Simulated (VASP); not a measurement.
Wanted: the native input for a VASP 6.6.1 run.

| Quantity | Value |
| --- | --- |
| Task | single point |
| Functional | r2SCAN |
| Potentials or basis | VASP PAW PBE potentials, release 64 (Cs_sv, Sn_d, I) |
| Cutoff | 520 eV |
| k mesh | 6 × 6 × 6 |
| Occupations | gaussian, width 0.02 eV |
| Spin | no spin polarisation |
| Dipole correction | no |
| Further INCAR settings | ALGO = Normal; EDIFF = 1e-06; NBANDS = 30 |

Crystal: CsSnI3.

```xyz
5
Lattice="6.2244 0.0000 0.0000 0.0000 6.2244 0.0000 0.0000 0.0000 6.2244" Properties=species:S:1:pos:R:3 pbc="T T T"
Cs    0.0000    0.0000    0.0000
Sn    3.1122    3.1122    3.1122
I     0.0000    3.1122    3.1122
I     3.1122    0.0000    3.1122
I     3.1122    3.1122    0.0000
```

The input as run:

POSCAR

```
CsSnI3
1.0
    6.2243573057      0.0000000000      0.0000000000
    0.0000000000      6.2243573057      0.0000000000
    0.0000000000      0.0000000000      6.2243573057
Cs Sn I
1 1 3
Direct
    0.0000000000      0.0000000000      0.0000000000
    0.5000000000      0.5000000000      0.5000000000
    0.0000000000      0.5000000000      0.5000000000
    0.5000000000      0.0000000000      0.5000000000
    0.5000000000      0.5000000000      0.0000000000
```

INCAR.step1

```
SYSTEM = CsSnI3
ALGO = Normal
EDIFF = 1E-4
ENCUT = 520
GGA = PE
ISMEAR = 0
LASPH = .TRUE.
LCHARG = .FALSE.
LREAL = .FALSE.
LWAVE = .TRUE.
NBANDS = 30
NELM = 100
PREC = Accurate
SIGMA = 0.02
```

INCAR.step2

```
SYSTEM = CsSnI3
ALGO = Normal
EDIFF = 1E-6
ENCUT = 520
ISIF = 2
ISMEAR = 0
ISTART = 1
LASPH = .TRUE.
LCHARG = .FALSE.
LMIXTAU = .TRUE.
LREAL = .FALSE.
LWAVE = .FALSE.
METAGGA = R2SCAN
NBANDS = 30
NELM = 100
PREC = Accurate
SIGMA = 0.02
```

KPOINTS

```
k-points
0
G
  6 6 6
  0 0 0
```

Potentials or basis: VASP PAW PBE potentials, release 64 (Cs_sv, Sn_d, I).

Run with:

```sh
$ cat potpaw_PBE.64/Cs_sv/POTCAR potpaw_PBE.64/Sn_d/POTCAR potpaw_PBE.64/I/POTCAR > POTCAR
$ cp INCAR.step1 INCAR
$ mpirun -np 1 vasp_std > vasp.out
$ cp INCAR.step2 INCAR
$ mpirun -np 1 vasp_std > vasp.out
```

Results of the run:

The pressure is 0.0 GPa and the band gap on the k mesh is 0.46 eV, direct.

Caveat: the PAW data sets were made with another functional, which shifts forces and pressure a little; spin-orbit coupling is left out, which moves the levels of the heavy elements.

Wall time 5.7 min on 1 thread of Intel(R) Xeon(R) Platinum 8259CL CPU @ 2.50GHz (Skylake/Cascade Lake), on a shared host, peak memory 0.45 GiB.
